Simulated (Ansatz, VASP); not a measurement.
**Two plane-wave programs on ZnS**

```
CELL_PARAMETERS angstrom
0.00000 2.67777 2.67777
2.67777 0.00000 2.67777
2.67777 2.67777 0.00000
ATOMIC_POSITIONS crystal
Zn 0.00000 0.00000 0.00000
S 0.25000 0.25000 0.25000
```

Alike in both runs: task single point; functional r2SCAN; k mesh 10 × 10 × 10; occupations gaussian, width 0.02 eV; no spin polarisation.

|  | VASP | Ansatz |
| --- | --- | --- |
| version | VASP 6.6.1 | Ansatz 0.2.0 |
| potentials or method | VASP PAW PBE potentials, release 64 (Zn, S), cutoff 550 eV | scalar-relativistic, plane waves, PAW |
| valence electrons in the cell | 18 | 18 |

VASP gave:

| Item | Value |
| --- | --- |
| gap on the k mesh at the Fermi level (eV) | 2.80 |
| least direct gap on the mesh (eV) | 2.80 |
| pressure (GPa) | 1.5 |

Question: What did Ansatz give for the same quantities?

Answer: gap on the k mesh at the Fermi level (eV): 2.79; least direct gap on the mesh (eV): 2.79; pressure (GPa): 1.5.

VASP's potentials were made for PBE, not for r2SCAN.
